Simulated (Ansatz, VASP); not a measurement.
## One calculation of V, two programs

Contents of INCAR:

```
PREC = Accurate
ENCUT = 600
EDIFF = 1E-7
ISMEAR = 0
SIGMA = 0.1
LREAL = F
LASPH = T
NELM = 150
ALGO = Fast
ISIF = 3
LWAVE = F
LCHARG = F
ISPIN = 2
MAGMOM = 1.21 1.21
LORBIT = 11
LMAXMIX = 4
GGA = PS
IBRION = 2
NSW = 80
EDIFFG = -0.05
```

The input KPOINTS:

```
Automatic mesh
0
Gamma
  6 6 4
```

Contents of POSCAR:

```
V
1.0
    3.0930578530      0.0000000000      0.0000000000
   -1.5465289265      2.6786666761      0.0000000000
    0.0000000000      0.0000000000      4.8025015557
V
2
Direct
    0.3333333333      0.6666666667      0.2500000000
    0.6666666667      0.3333333333      0.7500000000
```

Input for Ansatz:

```yaml
crystal:
  lattice:
    - [3.093057853, 0.0, 0.0]
    - [-1.5465289265, 2.6786666761, 0.0]
    - [0.0, 0.0, 4.8025015557]
  atoms:
    - { symbol: V, position: [0.3333333333, 0.6666666667, 0.25], spin: 1.21 }
    - { symbol: V, position: [0.6666666667, 0.3333333333, 0.75], spin: 1.21 }
basis:
  ecutwfc: 420
kpoints:
  mp_grid: { grid: [6, 6, 4] }
hamiltonian:
  xc: pbesol
scf:
  occupations: { method: gaussian, width: 0.1 }
output:
  forces: true
  stress: true
  eigenvalues: true
  populations: true
magnetization:
  spin_polarized: true
relax:
  adjacent_minimum: "off"
  f_tol: 0.05
  max_steps: 60
  cell: { stress_tol: 0.5 }
```

Alike in both runs: task relaxation of cell and atoms; functional PBEsol; k mesh 6 × 6 × 4; occupations gaussian, width 0.1 eV; collinear spin.

```csv
,VASP,Ansatz
version,VASP 6.6.1,Ansatz 0.2.0
potentials or method,"VASP PAW PBE potentials, release 64 (V_sv), cutoff 600 eV","scalar-relativistic, plane waves, PAW"
valence electrons in the cell,26,26
```

|  | VASP | Ansatz | Ansatz less VASP |
| --- | --- | --- | --- |
| gap on the k mesh at the Fermi level, each at its own relaxed structure (eV) | none | none | - |
| net moment per atom (μB) | 0.00 | 0.00 | 0.000 |
| relaxed volume (Å³/atom) | 13.30 | 13.26 | -0.038 |
| relaxed length of the cell vector where the two differ most in proportion (Å) | 4.678 | 4.670 | -0.0077 |

VASP's potentials were made for PBE, not for PBEsol. A gap of «none» marks a metal or a gap that the smearing closes. Ansatz's warnings: seeded moment not kept.

The k mesh is coarse, so the values compare programs but aren't converged. Noted on VASP's run: the volume moved by over 15 % at a fixed basis, so the end points are rough.
